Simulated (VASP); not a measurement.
Write the native input for VASP 6.6.1 that does the following.

* Task: single point
* Functional: PBE-based screened hybrid with 25 % exact exchange
* Potentials or basis: VASP PAW PBE potentials, release 64 (Mg, S)
* Cutoff: 520 eV
* k mesh: 5 × 5 × 4
* Occupations: fermi-dirac, width 0.05 eV
* Spin: no spin polarisation
* Dipole correction: no
* Grid for exact exchange (PRECFOCK): Normal
* Share of exact exchange: 0.25
* Further INCAR settings: ALGO = Normal; EDIFF = 1e-06; NBANDS = 11
* Screening parameter: 0.3 1/Å

The system is MgS.

```
Mg S
1.0
     3.58948    0.00000    0.00000
    -1.79474    3.10858    0.00000
     0.00000    0.00000    3.29358
Mg S
1 1
Direct
  0.00000 0.00000 0.50000
  0.66667 0.33333 0.00000
```

These files were run (other wordings do the same):

POSCAR

```
MgS
1.0
    3.5894804027     -0.0000028696      0.0000000000
   -1.7947377162      3.1085826499      0.0000000000
    0.0000000000      0.0000000000      3.2935806557
Mg S
1 1
Direct
    0.0000000000      0.0000000000      0.5000000000
    0.6666666667      0.3333333333      0.0000000000
```

INCAR.step1

```
SYSTEM = MgS
ALGO = Normal
EDIFF = 1E-5
ENCUT = 520
GGA = PE
ISIF = 2
ISMEAR = -1
LASPH = .True.
LCHARG = .False.
LREAL = .False.
LWAVE = .True.
NBANDS = 11
NELM = 100
PREC = Accurate
SIGMA = 0.05
```

INCAR.step2

```
SYSTEM = MgS
AEXX = 0.25
ALGO = Normal
EDIFF = 1E-6
ENCUT = 520
GGA = PE
HFSCREEN = 0.3
ISIF = 2
ISMEAR = -1
ISTART = 1
LASPH = .True.
LCHARG = .False.
LHFCALC = .True.
LREAL = .False.
LWAVE = .False.
NBANDS = 11
NELM = 100
PREC = Accurate
PRECFOCK = Normal
SIGMA = 0.05
```

KPOINTS

```
k-points
0
Gamma
  5 5 4
  0 0 0
```

Potentials or basis: VASP PAW PBE potentials, release 64 (Mg, S).

Launch:

```console
$ cat potpaw_PBE.64/Mg/POTCAR potpaw_PBE.64/S/POTCAR > POTCAR
$ cp INCAR.step1 INCAR
$ mpirun -np 1 vasp_std > vasp.out
$ cp INCAR.step2 INCAR
$ mpirun -np 1 vasp_std > vasp.out
```

Results of the run:

The pressure is -0.3 GPa. The band gap on the k mesh is 2.23 eV (least direct gap 3.15 eV).

Caveat: the k points lie up to 0.48 Å⁻¹ apart; the PAW data sets were made with another functional, which shifts forces and pressure a little; an odd mesh through Γ misses points on the zone boundary, where band edges can lie.

Run time: 110 s on 1 thread of Intel(R) Xeon(R) 6975P-C (Granite Rapids), on a shared host, peak memory 0.26 GiB.
